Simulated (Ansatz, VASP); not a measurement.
## Two plane-wave programs on PdPt2S6

```
Pd Pt S
1.0
     6.18462    0.00000    0.00000
    -3.09231    5.35604    0.00000
     0.00000    0.00000    6.31691
Pd Pt S
1 2 6
Direct
  0.00000 0.00000 0.00000
  0.66667 0.33333 0.00000
  0.33333 0.66667 0.00000
  0.00000 0.33376 0.19490
  0.66624 0.66624 0.19490
  0.33376 0.00000 0.19490
  0.33376 0.33376 0.80510
  0.00000 0.66624 0.80510
  0.66624 0.00000 0.80510
```

Alike in both runs: functional PBE; k mesh 6 × 6 × 4; occupations gaussian, width 0.02 eV; no spin polarisation.

Ansatz relaxed the structure, and its values are those at the end. VASP's run is a single point on that final structure, the one shown.

```csv
,VASP,Ansatz
version,VASP 6.6.1,Ansatz 0.2.0
potentials or method,"VASP PAW PBE potentials, release 64 (Pd, Pt, S), cutoff 520 eV","scalar-relativistic, plane waves, PAW"
valence electrons in the cell,66,90
```

Ansatz gave:

* gap on the k mesh at the Fermi level (eV): 1.17
* least direct gap on the mesh (eV): 1.31
* pressure (GPa): 0.0
* rms of the force components (eV/Å): 0.000

Task: What did VASP give for the same quantities?

Result: gap on the k mesh at the Fermi level (eV): 1.17; least direct gap on the mesh (eV): 1.31; pressure (GPa): -0.3; rms of the force components (eV/Å): 0.016.

VASP's potentials hold 66 valence electrons a cell and Ansatz's 90, so a difference there can come from the potentials and not from the codes.

Spin-orbit coupling is off throughout.
